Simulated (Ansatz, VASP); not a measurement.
# SiO2: VASP beside Ansatz

```xyz
12
Lattice="4.9820 0.0000 0.0000 0.0000 4.9820 0.0000 0.0000 0.0000 6.9630" Properties=species:S:1:pos:R:3 pbc="T T T"
Si    1.5141    1.5141    0.0000
Si    0.9769    4.0051    1.7408
Si    3.4679    3.4679    3.4815
Si    4.0051    0.9769    5.2222
O     1.1823    0.5678    1.2794
O     1.9232    3.6733    3.0201
O     3.7997    4.4142    4.7609
O     3.0588    1.3087    6.5016
O     3.6733    1.9232    3.9429
O     4.4142    3.7997    2.2021
O     1.3087    3.0588    0.4614
O     0.5678    1.1823    5.6836
```

Alike in both runs: functional PBE; k mesh 5 × 5 × 4; occupations fermi-dirac, width 0.02 eV; no spin polarisation.

Ansatz relaxed the structure, and its values are those at the end. VASP's run is a single point on that final structure, the one shown.

```csv
,VASP,Ansatz
version,VASP 6.6.1,Ansatz 0.2.0
potentials or method,"VASP PAW PBE potentials, release 64 (Si, O)","plane-wave PAW, scalar-relativistic"
plane-wave cutoff (eV),520,420
valence electrons in the cell,64,64
```

```tsv
	VASP	Ansatz	Ansatz less VASP
gap on the k mesh at the Fermi level (eV)	5.61	5.61	0.000
pressure (GPa)	1.2	1.1	-0.12
rms of the force components (eV/Å)	0.010	0.003	-0.0072
```

Ansatz's warnings: stress scf threshold loose.
